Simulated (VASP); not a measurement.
Write the native input for VASP 6.6.1 that does the following.

```
Task                   : single point
Functional             : LDA
Potentials or basis    : VASP PAW LDA potentials, release 64 (Li_sv, Fe, N)
Cutoff                 : 520 eV
k mesh                 : 13 × 13 × 8
Occupations            : fermi-dirac, width 0.05 eV
Spin                   : collinear spin, ferromagnetic start
Starting moments       : [0.0, 2.4, 0.0] μB
Hubbard terms          : Fe d U = 3.5 eV
Dipole correction      : no
Further INCAR settings : ALGO = Normal; EDIFF = 1e-06; NBANDS = 19
```

The structure of LiFeN lies in POSCAR:

```
LiFeN
1.0
    3.1419413333      0.0000000000      0.0000000000
   -1.5709706667      2.7210016533      0.0000000000
    0.0000000000      0.0000000000      4.0369688149
Li Fe N
1 1 1
Direct
    0.3333333333      0.6666666667      0.0000000000
    0.6666666667      0.3333333333      0.5000000000
    0.3333333333      0.6666666667      0.5000000000
```

These files were run (other wordings do the same):

INCAR

```
SYSTEM = LiFeN
PREC = Accurate
ENCUT = 520
EDIFF = 1E-6
ISMEAR = -1
SIGMA = 0.05
LREAL = .FALSE.
LASPH = .TRUE.
NELM = 150
ALGO = Normal
ISIF = 2
LWAVE = .FALSE.
LCHARG = .FALSE.
ISPIN = 2
MAGMOM = 0 2.4 0
LORBIT = 11
LMAXMIX = 4
LDAU = .TRUE.
LDAUTYPE = 2
LDAUL = -1 2 -1
LDAUU = 0 3.5 0
LDAUJ = 0 0 0
LDAUPRINT = 1
NBANDS = 19
```

KPOINTS

```
regular mesh
0
G
  13 13 8
  0 0 0
```

Potentials or basis: VASP PAW LDA potentials, release 64 (Li_sv, Fe, N).

Run with:

```bash
$ cat potpaw_LDA.64/Li_sv/POTCAR potpaw_LDA.64/Fe/POTCAR potpaw_LDA.64/N/POTCAR > POTCAR
$ mpirun -np 1 vasp_std > vasp.out
```

Results of the run:

- Net moment: 3.22 μB per cell
- Site moments: Li -0.00; Fe +3.09; N +0.09 μB
- Valence electrons inside the program's atomic spheres: Li 2.12; Fe 7.57; N 3.73

Caveat: a cell with one magnetic atom can't hold antiferromagnetic order, which such compounds often take.

Wall time 2.2 min on 1 thread of Oxide Virtual Turin-like Processor (shared host), peak memory 0.19 GiB.
